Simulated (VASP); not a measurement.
# Te (R-3m) in VASP: a series of runs

Runs on Te. Level: PBE. Tasks: single point, relaxation of cell and atoms.

Program: VASP 6.6.1. These are calculated values, not measurements. Logs are shortened: lines on timing, memory, paths and dates and some standing lists are left out, and cuts for length are marked.

## (1) The cell of the first run

Symmetry: R-3m, No. 166, trigonal system. Conventional cell: a = 3.816 Å, b = 3.816 Å, c = 27.662 Å, α = 90.00°, β = 90.00°, γ = 120.00°. Within 5.0 Å of Te (site symmetry -3m) lie 12 Te at 3.78 to 3.82 Å. Te (site symmetry 3m) has 12 Te at 3.78 to 3.82 Å within 5.0 Å.

## (2) Single point, PBE

INCAR

```
SYSTEM = Te
PREC = Accurate
ENCUT = 520
EDIFF = 1E-7
ISMEAR = 0
SIGMA = 0.1
LREAL = .FALSE.
LASPH = .TRUE.
NELM = 100
ALGO = Normal
ISIF = 2
LWAVE = .FALSE.
LCHARG = .FALSE.
GGA = PE
NBANDS = 16
```

KPOINTS

```
regular mesh
0
G
  6 6 6
  0 0 0
```

POSCAR

```
Te
1.0
    1.9079043632      1.1015290976      9.2207820709
   -1.9079043632      1.1015290976      9.2207820709
    0.0000000000     -2.2030581954      9.2207820709
Te
3
Direct
    0.0000000000      0.0000000000      0.0000000000
    0.2222200000      0.2222200000      0.2222200000
    0.7777800000      0.7777800000      0.7777800000
```

Potentials or basis: VASP PAW PBE potentials, release 64 (Te).

The run is started by

```console
cat potpaw_PBE.64/Te/POTCAR > POTCAR
mpirun -np 1 vasp_std > vasp.out
```

OUTCAR:

```text
SYSTEM = Te
   PREC = Accurate
   ENCUT = 520
   EDIFF = 1E-7
   ISMEAR = 0
   LREAL = .FALSE.
   LASPH = .TRUE.
   NELM = 100
   ISIF = 2
   GGA = PE

 ion  position               nearest neighbor table
   1  0.000  0.000  0.000-
   2  0.222  0.222  0.222-
   3  0.778  0.778  0.778-

  LATTYP: Found a trigonal (rhomboedric) cell.
 ALAT       =     9.4803105124
 COS(alpha) =     0.9189975651

  Lattice vectors:

 A1 = (   1.9079043632,   1.1015290976,   9.2207820709)
 A2 = (  -1.9079043632,   1.1015290976,   9.2207820709)
 A3 = (   0.0000000000,  -2.2030581954,   9.2207820709)

Analysis of symmetry for initial positions (statically):
=====================================================================
 Subroutine PRICEL returns:
 Original cell was already a primitive cell.

 Routine SETGRP: Setting up the symmetry group for a
 trigonal (rhombohedral) supercell.

 Subroutine GETGRP returns: Found 12 space group operations
 (whereof 12 operations were pure point group operations)
 out of a pool of 12 trial point group operations.

The static configuration has the point symmetry D_3d.

Analysis of symmetry for dynamics (positions and initial velocities):
=====================================================================
 Subroutine PRICEL returns:
 Original cell was already a primitive cell.

 Routine SETGRP: Setting up the symmetry group for a
 trigonal (rhombohedral) supercell.

 Subroutine GETGRP returns: Found 12 space group operations
 (whereof 12 operations were pure point group operations)
 out of a pool of 12 trial point group operations.

The dynamic configuration has the point symmetry D_3d.

 Subroutine INISYM returns: Found 12 space group operations
 (whereof 12 operations are pure point group operations),
 and found     1 'primitive' translations

----------------------------------------------------------------------------------------

                                     Primitive cell

  volume of cell :     116.2710

  direct lattice vectors                    reciprocal lattice vectors
     1.907904363  1.101529098  9.220782071     0.262067643  0.151304824  0.036150224
    -1.907904363  1.101529098  9.220782071    -0.262067643  0.151304824  0.036150224
     0.000000000 -2.203058195  9.220782071     0.000000000 -0.302609649  0.036150224

[... 78 lines left out ...]
   ICHARG =      2    charge: 1-file 2-atom 10-const
   ISPIN  =      1    spin polarized calculation?
   LNONCOLLINEAR =      F non collinear calculations
   LSORBIT =      F    spin-orbit coupling
   LASPH  =      T    aspherical Exc in radial PAW
   ENCUT  =  520.0 eV  38.22 Ry    6.18 a.u.  17.63 17.63 17.63*2*pi/ulx,y,z
   NELM   =    100;   NELMIN=  2; NELMDL= -5     # of ELM steps
   EDIFF  = 0.1E-06   stopping-criterion for ELM
   LREAL  =      F    real-space projection
   EDIFFG = 0.1E-05   stopping-criterion for IOM
   NSW    =      0    number of steps for IOM
   IBRION =     -1    ionic relax: 0-MD 1-quasi-New 2-CG
   NFREE  =      0    steps in history (QN), initial steepest desc. (CG)
   ISIF   =      2    stress and relaxation
   ISYM   =      2    0-nonsym 1-usesym 2-fastsym
   POTIM  = 0.5000    time-step for ionic-motion
   TEBEG  =    0.0;   TEEND  =   0.0 temperature during run
   PSTRESS=    0.0 pullay stress
   NELECT =      18.0000    total number of electrons
   NUPDOWN=      -1.0000    fix difference up-down
   EMIN   =  10.00;   EMAX   =-10.00  energy-range for DOS
   EFERMI =   0.00;   METHOD = LEGACY
   ISMEAR =     0;   SIGMA  =   0.10  broadening in eV -4-tet -1-fermi 0-gaus
   EFERMI_NEDOS =   21; number of points for ismear=-14 and -15
   IALGO  =     38    algorithm
   IMIX   =      4    mixing-type and parameters
     AMIX     =   0.40;   BMIX     =  1.00
     AMIX_MAG =   1.60;   BMIX_MAG =  1.00
  volume/ion in A,a.u.               =      38.76       261.55
  Fermi-wavevector in a.u.,A,eV,Ry     =   0.879040  1.661144 10.513368  0.772711
  Thomas-Fermi vector in A             =   1.999209
   LORBIT       =      0    0 simple, 1 ext, 2 COOP (PROOUT), +10 PAW based schemes
   GGA     = PE    functional components
   LHFCALC =     F    Hartree Fock is set to
   AEXX    =    0.0000 exact exchange contribution
   IVDW    =     0    specifies the selected vdW correction
   LEPSILON=     F    determine dielectric tensor
   LRPA    =     F    only Hartree local field effects (RPA)
 non-spin polarized calculation
 Gauss-broadening in eV      SIGMA  =   0.10
  energy-cutoff  :      520.00
  volume of cell :      116.27
 maximum number of plane-waves:      3156
 NGX is ok and might be reduce to    72

 number of electron      18.0000000 magnetization

 Free energy of the ion-electron system (eV)
  ---------------------------------------------------
  ext. energy  EPLUGINS =         0.00000000
  ---------------------------------------------------
  free energy    TOTEN  =        -7.14287078 eV

  energy without entropy =       -7.12013333  energy(sigma->0) =       -7.13150206

 E-fermi :   4.0764     XC(G=0):  -8.7459

 val. band max:        4.0652022816   @ k =   0.3333   0.1667   0.1667
 cond. band min:       4.0820143277   @ k =   0.3333   0.3333   0.1667
 fundamental gap:      0.0168120462
 Fermi energy:         4.0764493862

 k-point     1 :       0.0000    0.0000    0.0000
  band No.  band energies     occupation
      1      -7.7770      2.00000
      2      -6.7093      2.00000
      3      -6.7088      2.00000
      4       1.2691      2.00000
      5       1.2747      2.00000
      6       5.1160      0.00000
[... 433 lines left out ...]
      3      -5.6832      2.00000
      4       0.6847      2.00000
      5       0.9795      2.00000
      6       1.4403      2.00000
[... 8 lines left out ...]
     15      10.8412      0.00000
     16      11.3505      0.00000

 [... further k-points ...]
[... 5 lines left out ...]
  --------------------------------------------------------------------------------------
  -------------------------------------------------------------------------------------
  Total       -4.8511989     -4.8511989     -7.1059151      0.0000000      0.0000000      0.0000000
  in kB      -66.8479480    -66.8479480    -97.9172063      0.0000000      0.0000000      0.0000000
  external PRESSURE =     -77.2043675 kB  Pullay stress =       0.0000000 kB

 VOLUME and BASIS-vectors are now :
 -----------------------------------------------------------------------------
  energy-cutoff  :      520.00
  volume of cell :      116.27
      direct lattice vectors                 reciprocal lattice vectors
     1.907904363  1.101529098  9.220782071     0.262067643  0.151304824  0.036150224
    -1.907904363  1.101529098  9.220782071    -0.262067643  0.151304824  0.036150224
     0.000000000 -2.203058195  9.220782071     0.000000000 -0.302609649  0.036150224

 POSITION                                       TOTAL-FORCE (eV/Angst)
 -----------------------------------------------------------------------------------
      0.00000      0.00000      0.00000         0.000000      0.000000      0.000000
      0.00000     -0.00000      6.14713         0.000000      0.000000     -0.030210
      0.00000     -0.00000     21.51522         0.000000     -0.000000      0.030210
 -----------------------------------------------------------------------------------
    total drift:                               -0.000000     -0.000000      0.000000

  FREE ENERGIE OF THE ION-ELECTRON SYSTEM (eV)
  ---------------------------------------------------
  free  energy   TOTEN  =        -7.1428707803 eV

  energy  without entropy=       -7.1201333316  energy(sigma->0) =       -7.13150206
```

OSZICAR:

```text
N       E                     dE             d eps       ncg     rms          rms(c)
DAV:   1     0.650793027115E+02    0.65079E+02   -0.62851E+03  1024   0.875E+02
DAV:   2    -0.320010406561E+01   -0.68279E+02   -0.66001E+02  1424   0.127E+02
DAV:   3    -0.710615746766E+01   -0.39061E+01   -0.38771E+01  1280   0.325E+01
DAV:   4    -0.716827458215E+01   -0.62117E-01   -0.62112E-01  1536   0.481E+00
DAV:   5    -0.716933655195E+01   -0.10620E-02   -0.10620E-02  1344   0.566E-01    0.579E+00
DAV:   6    -0.714789290479E+01    0.21444E-01   -0.26804E-02  1264   0.742E-01    0.371E+00
DAV:   7    -0.714348411125E+01    0.44088E-02   -0.57331E-02  1160   0.109E+00    0.457E-01
DAV:   8    -0.714311832104E+01    0.36579E-03   -0.42142E-03  1272   0.272E-01    0.117E-01
DAV:   9    -0.714287559522E+01    0.24273E-03   -0.14019E-03  1336   0.132E-01    0.401E-02
DAV:  10    -0.714287588505E+01   -0.28983E-06   -0.55929E-05  1256   0.412E-02    0.157E-02
DAV:  11    -0.714287280713E+01    0.30779E-05   -0.46088E-06  1424   0.962E-03    0.660E-03
DAV:  12    -0.714287113090E+01    0.16762E-05   -0.98889E-07  1416   0.430E-03    0.328E-03
DAV:  13    -0.714287082398E+01    0.30692E-06   -0.67701E-08   832   0.154E-03    0.152E-03
DAV:  14    -0.714287078031E+01    0.43667E-07   -0.11599E-08   792   0.696E-04
   1 F= -.71428708E+01 E0= -.71315021E+01  d E =-.227374E-01
```

stdout:

```text
POSCAR found type information on POSCAR Te
 POSCAR found :  1 types and       3 ions
 scaLAPACK will be used
 LDA part: xc-table for (Slater+PW92), standard interpolation
 POSCAR, INCAR and KPOINTS ok, starting setup
 FFT: planning ... GRIDC
 FFT: planning ... GRID_SOFT
 FFT: planning ... GRID
 WAVECAR not read
 entering main loop
```

It took 7.9 min on 1 thread of AMD EPYC 7R43 (Zen 3), shared host; peak memory 0.63 GiB.

What came out:

- Free energy: -7.1429 eV
- Pressure: -7.7 GPa
- Largest force: 0.030 eV/Å
- Band gap on the k mesh: zero (band 9 reaches 5.51 eV, above the bottom of band 10 at 3.39 eV)

Forces in eV/Å, atoms in the order of the input:
```
Te   0.000  0.000  0.000
Te   0.000  0.000 -0.030
Te   0.000  0.000  0.030
```

Stress tensor (GPa, compression positive):
```
-6.68  0.00  0.00
 0.00 -6.68  0.00
 0.00  0.00 -9.79
```

Caveat: spin-orbit coupling is left out, which moves the levels of the heavy elements.

## (3) Relaxation of cell and atoms, PBE

This run uses another cell than the first one: it holds 2 atoms, not 3.

INCAR

```
SYSTEM = Te
  PREC = Accurate
  ENCUT = 600
  EDIFF = 1E-6
  ISMEAR = 0
  SIGMA = 0.1
  LREAL = .FALSE.
  LASPH = .TRUE.
  NELM = 60
  ALGO = Normal
  ISIF = 3
  LWAVE = .FALSE.
  LCHARG = .FALSE.
  GGA = PE
  IBRION = 2
  NSW = 90
  EDIFFG = -0.04
```

KPOINTS is that of step 2.

POSCAR

```
Te
1.0
    2.2141731743      1.2783534782      4.1059186877
   -2.2141731743      1.2783534782      4.1059186877
    0.0000000000     -2.5567069564      4.1059186877
Te
2
Direct
    0.2275400000      0.2275400000      0.2275400000
    0.7724600000      0.7724600000      0.7724600000
```

Potentials or basis: VASP PAW PBE potentials, release 64 (Te).

The run is started by

```console
cat potpaw_PBE.64/Te/POTCAR > POTCAR
mpirun -np 1 vasp_std > vasp.out
```

Wall time 4.1 min (1 thread of AMD EPYC 7R43 (Zen 3), shared host); peak memory 0.21 GiB.

The run converged. Its results:

```
Free energy                            : -6.2010 eV
Relaxed volume                         : 32.72 Å³/atom
Relaxed cell                           : a = 4.447 Å, b = 4.447 Å, c = 4.447 Å, α = 62.36°, β = 62.36°, γ = 62.36°
Space group after relaxing (to 0.05 Å) : R-3m (No. 166)
Energy gained by relaxing              : 304.6 meV/atom
Ionic steps                            : 11
Pressure after relaxing                : -0.1 GPa
Largest force after relaxing           : 0.010 eV/Å
Band gap on the k mesh                 : zero (band 6 reaches 8.62 eV, above the bottom of band 7 at 4.61 eV)
```

Forces in eV/Å, atoms in the order of the input:
```
Te   0.000  0.000  0.010
Te   0.000  0.000 -0.010
```

Step by step:
| step | energy change (eV) | largest force (eV/Å) | pressure (GPa) | volume (Å³) |
| --- | --- | --- | --- | --- |
| 1 | 0.0000 | 1.5646 | 2.41 | 69.73 |
| 2 | -0.2390 | 0.8573 | -2.84 | 75.07 |
| 3 | -0.2519 | 0.6564 | -3.83 | 76.58 |
| 4 | -0.4718 | 0.4993 | -3.11 | 71.78 |
| 5 | -0.6043 | 0.0043 | 0.03 | 65.14 |
| 6 | -0.6052 | 0.0486 | -0.34 | 65.67 |
| 7 | -0.6051 | 0.0273 | -0.19 | 65.45 |
| 8 | -0.6071 | 0.0262 | 0.10 | 65.13 |
| 9 | -0.6078 | 0.0249 | 0.39 | 64.81 |
| 10 | -0.6090 | 0.0167 | 0.15 | 65.16 |
| 11 | -0.6093 | 0.0097 | -0.06 | 65.45 |

Final structure:
```yaml
crystal:
  lattice:
    - [2.30212, 1.32913, 3.56491]
    - [-2.30212, 1.32913, 3.56491]
    - [0.00000, -2.65826, 3.56491]
  atoms:
    - { symbol: Te, position: [0.24988, 0.24988, 0.24988] }
    - { symbol: Te, position: [0.75012, 0.75012, 0.75012] }
```

Levels at points of the mesh, in eV from the Fermi level:
| k point | band 2 | band 3 | band 4 | band 5 | band 6 | band 7 | band 8 | band 9 | band 10 |
| --- | --- | --- | --- | --- | --- | --- | --- | --- | --- |
| (0.00, 0.00, 0.00) | -8.27 | -3.07 | -3.07 | -2.61 | 1.07 | 1.31 | 1.31 | 4.31 | 4.31 |
| (0.50, 0.00, 0.00) | -11.51 | -1.88 | -1.87 | -1.78 | -1.77 | -1.45 | -1.44 | 7.20 | 7.21 |
| (0.50, 0.50, 0.00) | -10.10 | -5.90 | -4.51 | -4.17 | 2.23 | 2.48 | 2.64 | 3.83 | 7.81 |
| (0.50, 0.50, 0.50) | -11.39 | -2.03 | -2.03 | -2.02 | -2.02 | -1.78 | -1.77 | 7.56 | 7.57 |

Caveat: spin-orbit coupling is left out, which moves the levels of the heavy elements.

## (4) Single point, PBE

This run uses another cell than the first one: it holds 12 atoms, not 3.

INCAR

```
PREC = Accurate ; ENCUT = 520
EDIFF = 1E-6 ; ISMEAR = 0
SIGMA = 0.1 ; LREAL = F
LASPH = T ; NELM = 100
ALGO = Normal ; ISIF = 2
LWAVE = F ; LCHARG = T
GGA = PE ; LELF = T
LVHAR = T ; NBANDS = 48
```

KPOINTS

```
regular mesh
0
Gamma
  6 6 6
```

POSCAR

```
Te
1.0
    4.4037242660      2.5424913904      6.1544625048
   -4.4037242660      2.5424913904      6.1544625048
    0.0000000000     -5.0849827808      6.1544625048
Te
12
Direct
    0.1144237076      0.5110643015      0.1144237076
    0.1144237076      0.1144237076      0.5110643015
    0.5110643015      0.1144237076      0.1144237076
    0.8855762924      0.4889356985      0.8855762924
    0.4889356985      0.8855762924      0.8855762924
    0.8855762924      0.8855762924      0.4889356985
    0.2935619159      0.6472519288      0.2935619159
    0.2935619159      0.2935619159      0.6472519288
    0.6472519288      0.2935619159      0.2935619159
    0.7064380841      0.3527480712      0.7064380841
    0.3527480712      0.7064380841      0.7064380841
    0.7064380841      0.7064380841      0.3527480712
```

The run is started by

```console
cat potpaw_PBE.64/Te/POTCAR > POTCAR
mpirun -np 1 vasp_std > vasp.out
```

Run time: 6.5 min. Hardware: 1 thread of Intel Xeon Platinum 8488C (Sapphire Rapids), shared host; peak memory 0.74 GiB.

Results (log left out):

* Free energy: -35.7302 eV
* Pressure: -0.1 GPa
* Largest force: 0.005 eV/Å
* Band gap on the k mesh: zero (band 36 reaches 5.98 eV, above the bottom of band 37 at 5.40 eV)

Forces on the atoms (eV/Å):
```
Te   0.001 -0.001 -0.002
Te   0.000  0.001 -0.002
Te  -0.001 -0.001 -0.002
Te  -0.001  0.001  0.002
Te   0.001  0.001  0.002
Te   0.000 -0.001  0.002
Te   0.002 -0.001 -0.005
Te   0.000  0.003 -0.005
Te  -0.002 -0.001 -0.005
Te  -0.002  0.001  0.005
Te   0.002  0.001  0.005
Te   0.000 -0.003  0.005
```

Levels at points of the mesh, in eV from the Fermi level:
```csv
k point,band 33,band 34,band 35,band 36,band 37,band 38,band 39,band 40
"(0.00, 0.00, 0.00)",-0.77,-0.49,-0.49,-0.36,-0.36,0.26,0.26,1.26
"(0.50, 0.00, 0.00)",-0.58,-0.54,-0.26,0.02,0.23,0.33,0.42,1.12
"(0.50, 0.50, 0.00)",-0.57,-0.51,-0.38,-0.16,-0.10,-0.08,0.74,0.91
"(0.50, 0.50, 0.50)",-1.37,-0.84,-0.84,0.22,0.22,0.82,0.82,1.49
```

Caveat: spin-orbit coupling is left out, which moves the levels of the heavy elements.

## (5) Relaxation of cell and atoms, PBE

This run uses another cell than the first one, of 35.53 Å³/atom, 0.917 times its volume.

INCAR

```
SYSTEM = Te
ALGO     = Normal         ! electronic algorithm
EDIFF    = 1E-6           ! SCF threshold, eV
EDIFFG   = -0.01          ! ionic threshold
ENCUT    = 600            ! plane-wave cutoff, eV
GGA      = PE             ! functional
IBRION   = 2              ! ionic algorithm
ISIF     = 3              ! what is computed and relaxed
ISMEAR   = 0              ! smearing method
LASPH    = .True.         ! aspherical terms in the spheres
LCHARG   = .False.        ! write CHGCAR
LREAL    = .False.        ! projectors in reciprocal space
LWAVE    = .False.        ! write WAVECAR
NELM     = 100            ! most SCF steps
NSW      = 100            ! ionic steps
PREC     = Accurate       ! precision mode
SIGMA    = 0.1            ! smearing width, eV
```

KPOINTS

```
k-points
0
Gamma
  12 12 12
  0 0 0
```

POSCAR

```
Te
1.0
    2.1471046593      1.2396314531      6.6743944793
   -2.1471046593      1.2396314531      6.6743944793
    0.0000000000     -2.4792629061      6.6743944793
Te
3
Direct
    0.0000000000      0.0000000000      0.0000000000
    0.2431816473      0.2431816473      0.2431816473
    0.7568183527      0.7568183527      0.7568183527
```

The run is started by

```console
cat potpaw_PBE.64/Te/POTCAR > POTCAR
mpirun -np 1 vasp_std > vasp.out
```

Run time: 48 min. Hardware: 1 thread of Intel Xeon 6975P-C (Granite Rapids), shared host; peak memory 0.73 GiB.

Results (log left out):

* Free energy: -9.2054 eV
* Relaxed volume: 35.95 Å³/atom
* Relaxed cell: a = 7.311 Å, b = 7.311 Å, c = 7.311 Å, α = 33.81°, β = 33.81°, γ = 33.81°
* Space group after relaxing (to 0.05 Å): R-3m (No. 166)
* Energy gained by relaxing: 1.8 meV/atom
* Ionic steps: 19
* Pressure after relaxing: 0.0 GPa
* Largest force after relaxing: 0.007 eV/Å
* Band gap on the k mesh: 0.20 eV, indirect (least direct gap 0.29 eV)

Forces on the atoms (eV/Å):
```
Te   0.000  0.000  0.000
Te   0.000  0.000 -0.007
Te   0.000  0.000  0.007
```

Step by step:
| step | energy change (eV) | largest force (eV/Å) | pressure (GPa) | volume (Å³) |
| --- | --- | --- | --- | --- |
| 1 | 0.0000 | 0.0045 | -0.17 | 106.59 |
| 2 | -0.0022 | 0.0180 | 0.02 | 106.00 |
| 3 | -0.0030 | 0.0377 | 0.32 | 105.19 |
| 4 | -0.0041 | 0.0106 | 0.16 | 105.50 |
| 5 | -0.0042 | 0.0288 | 0.09 | 105.63 |
| 6 | -0.0042 | 0.0271 | 0.09 | 105.61 |
| 7 | -0.0043 | 0.0310 | 0.05 | 105.80 |
| 8 | -0.0044 | 0.0389 | -0.08 | 106.22 |
| 9 | -0.0044 | 0.0367 | -0.06 | 106.11 |
| 10 | -0.0045 | 0.0286 | -0.03 | 106.15 |
| 11 | -0.0046 | 0.0039 | 0.05 | 106.25 |
| 12 | -0.0047 | 0.0044 | 0.03 | 106.40 |
| 13 | -0.0050 | 0.0060 | -0.04 | 106.85 |
| 14 | -0.0051 | 0.0091 | -0.15 | 107.76 |
| 15 | -0.0052 | 0.0036 | -0.12 | 107.79 |
| 16 | -0.0053 | 0.0118 | -0.04 | 107.87 |
| 17 | -0.0053 | 0.0178 | -0.01 | 107.90 |
| 18 | -0.0054 | 0.0151 | -0.01 | 107.89 |
| 19 | -0.0055 | 0.0073 | -0.02 | 107.86 |

Final structure:
```
Te
1.0
     2.12633    1.22764    6.88675
    -2.12633    1.22764    6.88675
     0.00000   -2.45527    6.88675
Te
3
Direct
  0.00000 0.00000 0.00000
  0.24516 0.24516 0.24516
  0.75484 0.75484 0.75484
```

Levels at points of the mesh, in eV from the valence-band top:
| k point | band 7 | band 8 | band 9 | band 10 | band 11 | band 12 |
| --- | --- | --- | --- | --- | --- | --- |
| (0.00, 0.00, 0.00) | -1.73 | -0.65 | -0.65 | 1.24 | 1.24 | 1.27 |
| (0.50, 0.00, 0.00) | -2.16 | -1.08 | -0.96 | 0.73 | 2.32 | 3.28 |
| (0.50, 0.50, 0.00) | -2.09 | -0.61 | -0.57 | 1.50 | 1.60 | 1.83 |
| (0.50, 0.50, 0.50) | -0.44 | -0.44 | -0.09 | 0.20 | 1.06 | 1.06 |

Caveat: spin-orbit coupling is left out, which moves the levels of the heavy elements. A k mesh can miss the band edges.

## (6) Summary

```csv
task,cell,k mesh,cutoff (eV),gap on the mesh (eV),pressure (GPa),relaxed volume (Å³/atom),largest force (eV/Å)
single point,"a = 9.480 Å, angles 23.2°, 3 atoms",6 × 6 × 6,520,none,-7.7,-,0.03
relaxation of cell and atoms,"relaxed from a = 4.837 Å, angles 54.5°, 2 atoms",6 × 6 × 6,600,none,-0.1,32.72,0.01
single point,"a = 7.983 Å, angles 67.0°, 12 atoms",6 × 6 × 6,520,none,-0.1,-,0.01
relaxation of cell and atoms,"relaxed from a = 7.120 Å, angles 35.1°, 3 atoms",12 × 12 × 12,600,0.20,0.0,35.95,0.01
```

Alike in all rows: level PBE; potentials or basis VASP PAW PBE potentials, release 64 (Te); no spin polarisation; smearing gaussian 0.1 eV.

Caveats: spin-orbit coupling is left out, which moves the levels of the heavy elements.

Total energies depend on the potentials used, so only differences within one code and one set of settings carry meaning.
